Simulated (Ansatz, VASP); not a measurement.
## One calculation of NiGe, two programs

INCAR

```
  PREC = Accurate
  ENCUT = 520
  EDIFF = 1E-7
  ISMEAR = 0
  SIGMA = 0.15
  LREAL = F
  LASPH = T
  NELM = 100
  ALGO = Fast
  ISIF = 2
  LWAVE = F
  LCHARG = F
  GGA = PS
  NBANDS = 58
```

File KPOINTS:

```
Automatic mesh
0
Gamma
  8 12 8
```

File POSCAR:

```
NiGe
1.0
    5.3107947876      0.0000000000      0.0000000000
    0.0000000000      3.4400167648      0.0000000000
    0.0000000000      0.0000000000      5.7392574988
Ni Ge
4 4
Direct
    0.9976939271      0.7500000000      0.1888713156
    0.0117208595      0.2500000000      0.8111286844
    0.5117208595      0.2500000000      0.6888713156
    0.4976939271      0.7500000000      0.3111286844
    0.8116425502      0.7500000000      0.5883967035
    0.1883574498      0.2500000000      0.4116032965
    0.6883574498      0.2500000000      0.0883967035
    0.3116425502      0.7500000000      0.9116032965
```

Input for Ansatz:

```yaml
crystal:
  lattice:
    - [5.3107947876, 0.0, 0.0]
    - [0.0, 3.4400167648, 0.0]
    - [0.0, 0.0, 5.7392574988]
  atoms:
    - { symbol: Ni, position: [0.9976939271, 0.75, 0.1888713156] }
    - { symbol: Ni, position: [0.0117208595, 0.25, 0.8111286844] }
    - { symbol: Ni, position: [0.5117208595, 0.25, 0.6888713156] }
    - { symbol: Ni, position: [0.4976939271, 0.75, 0.3111286844] }
    - { symbol: Ge, position: [0.8116425502, 0.75, 0.5883967035] }
    - { symbol: Ge, position: [0.1883574498, 0.25, 0.4116032965] }
    - { symbol: Ge, position: [0.6883574498, 0.25, 0.0883967035] }
    - { symbol: Ge, position: [0.3116425502, 0.75, 0.9116032965] }
basis:
  ecutwfc: 420
kpoints:
  mp_grid: { grid: [8, 12, 8] }
hamiltonian:
  xc: pbesol
scf:
  occupations: { method: gaussian, width: 0.15 }
output:
  forces: true
  stress: true
  eigenvalues: true
  write_density: true
  write_potential: true
  elf: true
  volumetric_format: npy
```

Change from the starting cell: all Ni atoms moved +0.025 Å, as atom 1 along Cartesian [1 0 0].

Alike in both runs: task single point; functional PBEsol; k mesh 8 × 12 × 8; occupations gaussian, width 0.15 eV; no spin polarisation.

|  | VASP | Ansatz |
| --- | --- | --- |
| version | VASP 6.6.1 | Ansatz 0.2.0 |
| potentials or method | VASP PAW PBE potentials, release 64 (Ni, Ge_d), cutoff 520 eV | scalar-relativistic, plane waves, PAW |
| valence electrons in the cell | 96 | 128 |

```tsv
	VASP	Ansatz	Ansatz less VASP
gap on the k mesh at the Fermi level (eV)	none	none	-
pressure (GPa)	0.2	0.0	-0.19
traceless stress, the component that is largest in VASP (GPa)	-0.08	-0.10	-0.016
rms of the force components (eV/Å)	0.108	0.108	-0.0006
```

VASP's potentials were made for PBE, not for PBEsol. Atom by atom the forces differ by 0.003 eV/Å (rms over components). A gap of «none» marks a metal or a gap that the smearing closes. VASP's potentials hold 96 valence electrons a cell and Ansatz's 128, so a difference there can come from the potentials and not from the codes.
